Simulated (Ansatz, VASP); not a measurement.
One calculation of Sc, two programs

File INCAR:

```
SYSTEM = Sc
ALGO = Normal ; EDIFF = 1E-6
ENCUT = 520 ; GGA = PS
ISIF = 2 ; ISMEAR = 0
LASPH = .TRUE. ; LCHARG = .FALSE.
LREAL = .FALSE. ; LWAVE = .FALSE.
NBANDS = 30 ; NELM = 100
PREC = Accurate ; SIGMA = 0.1
```

File KPOINTS:

```
k-points
0
G
  8 8 10
  0 0 0
```

POSCAR

```
Sc
1.0
    5.4226760000      0.0000000000      0.0000000000
    0.0000000000      5.4226760000      0.0000000000
    0.0000000000      0.0000000000      3.4352060000
Sc
4
Direct
    0.5000000000      0.5000000000      0.0000000000
    0.0000000000      0.0000000000      0.0000000000
    0.5004499623     -0.0243164076      0.5118588430
    0.0000000000      0.5000000000      0.4673360000
```

Input for Ansatz:

```yaml
crystal:
  lattice:
    - [5.422676, 0.0, 0.0]
    - [0.0, 5.422676, 0.0]
    - [0.0, 0.0, 3.435206]
  atoms:
    - { symbol: Sc, position: [0.5, 0.5, 0.0] }
    - { symbol: Sc, position: [0.0, 0.0, 0.0] }
    - { symbol: Sc, position: [0.5004499623, -0.0243164076, 0.511858843] }
    - { symbol: Sc, position: [0.0, 0.5, 0.467336] }
basis:
  ecutwfc: 420
kpoints:
  mp_grid: { grid: [8, 8, 10] }
hamiltonian:
  xc: pbesol
scf:
  occupations: { method: gaussian, width: 0.1 }
output:
  forces: true
  stress: true
  eigenvalues: true
```

Change from the starting cell: one atom moved.

Alike in both runs: task single point; functional PBEsol; k mesh 8 × 8 × 10; occupations gaussian, width 0.1 eV; no spin polarisation.

|  | VASP | Ansatz |
| --- | --- | --- |
| version | VASP 6.6.1 | Ansatz 0.2.0 |
| potentials or method | VASP PAW PBE potentials, release 64 (Sc_sv), cutoff 520 eV | scalar-relativistic, plane waves, PAW |
| valence electrons in the cell | 44 | 44 |

VASP gave:

- gap on the k mesh at the Fermi level (eV): none
- pressure (GPa): -2.8
- traceless stress, the component that is largest in VASP (GPa): 0.41
- rms of the force components (eV/Å): 0.192

**Question.** Estimate Ansatz's values.

**Answer.** gap on the k mesh at the Fermi level (eV): none; pressure (GPa): -2.8; traceless stress, the component that is largest in VASP (GPa): 0.42; rms of the force components (eV/Å): 0.191.

VASP's potentials were made for PBE, not for PBEsol. Atom by atom the forces differ by 0.001 eV/Å (rms over components). A gap of «none» marks a metal or a gap that the smearing closes.
